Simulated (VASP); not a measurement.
Crystal: KF.

```
CELL_PARAMETERS angstrom
3.17887 0.00000 0.00000
0.00000 3.17887 0.00000
0.00000 0.00000 3.01007
ATOMIC_POSITIONS crystal
K 0.00000 0.00000 0.00000
F 0.50000 0.50000 0.50000
```

This cell differs from its parent crystal: uniaxial z strain -5.3%.

Base run:

- Program: VASP 6.6.1
- Functional: r2SCAN
- Potentials or basis: VASP PAW PBE potentials, release 64 (K_sv, F)
- Cutoff: 520 eV
- k mesh: 8 × 8 × 8
- Occupations: gaussian, width 0.01 eV
- Spin: no spin polarisation

Its results: band gap on the k mesh 8.03 eV, indirect (least direct gap 8.04 eV); pressure 2.8 GPa.

Question: The run is repeated on the same cell with these changes: functional from r2SCAN to PBE; occupations from gaussian, width 0.01 eV to fermi-dirac, width 0.02 eV. What comes out?

Answer: Band gap on the k mesh 7.07 eV, indirect (least direct gap 7.09 eV); pressure 6.0 GPa.

Caveats: the PAW data sets were made with another functional, which shifts forces and pressure a little (some runs).

A k mesh can miss the band edges.
